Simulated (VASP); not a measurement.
Crystal: Sn.

```xyz
2
Lattice="3.4099 0.0000 0.0000 -1.7049 2.9530 0.0000 0.0000 0.0000 5.5683" Properties=species:S:1:pos:R:3 pbc="T T T"
Sn    0.0000    1.9687    1.3921
Sn    1.7049    0.9843    4.1762
```

This isn't the form of Sn at room conditions, which is tetragonal (white tin).

| Property | Result |
| --- | --- |
| Program | VASP 6.6.1 |
| Task | relaxation of cell and atoms |
| Functional | PBE |
| Potentials or basis | VASP PAW PBE potentials, release 64 (Sn_d) |
| Cutoff | 600 eV |
| k mesh | 11 × 11 × 6 |
| Occupations | fermi-dirac, width 0.1 eV |
| Spin | no spin polarisation |

At the start: pressure -0.5 GPa; volume 28.03 Å³/atom.

**Question.** Where does the relaxation end?

**Answer.** Over 4 steps the energy falls by 2.1 meV/atom and the volume is 27.72 Å³/atom (-1.1 %); space group P6_3/mmc (No. 194, to 0.1 Å) before and after.

The path:
| step | energy change (eV) | largest force (eV/Å) | pressure (GPa) | volume (Å³) |
| --- | --- | --- | --- | --- |
| 1 | 0.0000 | 0.0000 | -0.52 | 56.07 |
| 2 | -0.0038 | 0.0000 | 0.09 | 55.34 |
| 3 | -0.0038 | 0.0000 | 0.19 | 55.22 |
| 4 | -0.0042 | 0.0000 | -0.03 | 55.44 |

Final structure:
```xyz
2
Lattice="3.3769 0.0000 0.0000 -1.6884 2.9245 0.0000 0.0000 0.0000 5.6134" Properties=species:S:1:pos:R:3 pbc="T T T"
Sn    0.0000    1.9496    1.4034
Sn    1.6884    0.9748    4.2101
```
